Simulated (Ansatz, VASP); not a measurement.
**One calculation of Zr, two programs**

The input INCAR:

```
PREC = Accurate ; ENCUT = 520
EDIFF = 1E-6 ; ISMEAR = -1
SIGMA = 0.05 ; LREAL = False
LASPH = True ; NELM = 80
ALGO = Normal ; ISIF = 2
LWAVE = False ; LCHARG = False
LDIPOL = True ; IDIPOL = 3
DIPOL = 0.5 0.5 0.500 ; GGA = PE
NBANDS = 38
```

File KPOINTS:

```
Automatic mesh
0
Gamma
  10 10 1
```

POSCAR

```
Zr
1.0
    3.1890515832      0.0000000000      0.0000000000
   -1.5945257916      2.7617996850      0.0000000000
    0.0000000000      0.0000000000     25.4153988562
Zr
5
Direct
    0.6666666667      0.3333333333      0.2950966870
    0.3333333333      0.6666666667      0.3975483435
    0.0000000000      0.0000000000      0.5000000000
    0.6666666667      0.3333333333      0.6024516565
    0.3333333333      0.6666666667      0.7049033130
```

The input input.yaml:

```yaml
crystal:
  lattice:
    - [3.1890515832, 0.0, 0.0]
    - [-1.5945257916, 2.761799685, 0.0]
    - [0.0, 0.0, 25.4153988562]
  atoms:
    - { symbol: Zr, position: [0.6666666667, 0.3333333333, 0.295096687] }
    - { symbol: Zr, position: [0.3333333333, 0.6666666667, 0.3975483435] }
    - { symbol: Zr, position: [0.0, 0.0, 0.5] }
    - { symbol: Zr, position: [0.6666666667, 0.3333333333, 0.6024516565] }
    - { symbol: Zr, position: [0.3333333333, 0.6666666667, 0.704903313] }
hamiltonian:
  xc: pbe
  pseudopotentials: { kind: paw }
kpoints:
  mp_grid: { grid: [10, 10, 1] }
scf:
  occupations: { method: fermi_dirac, width: 0.05 }
output:
  forces: true
  eigenvalues: true
  write_density: true
  write_potential: true
  elf: true
  volumetric_format: npy
efield:
  axis: 3
  dipole_correction: true
  ramp_width: 0.04
```

Alike in both runs: task single point; functional PBE; k mesh 10 × 10 × 1; occupations fermi-dirac, width 0.05 eV; no spin polarisation.

|  | VASP | Ansatz |
| --- | --- | --- |
| version | VASP 6.6.1 | Ansatz 0.2.0 |
| potentials or method | VASP PAW PBE potentials, release 64 (Zr_sv) | Ansatz PAW |
| plane-wave cutoff (eV) | 520 | 420 |
| valence electrons in the cell | 60 | 60 |

|  | VASP | Ansatz | Ansatz less VASP |
| --- | --- | --- | --- |
| gap on the k mesh at the Fermi level (eV) | none | none | - |
| rms of the force components (eV/Å) | 0.207 | 0.207 | 0.0000 |

Atom by atom the forces differ by 0.001 eV/Å (rms over components). A gap of «none» marks a metal or a gap that the smearing closes.
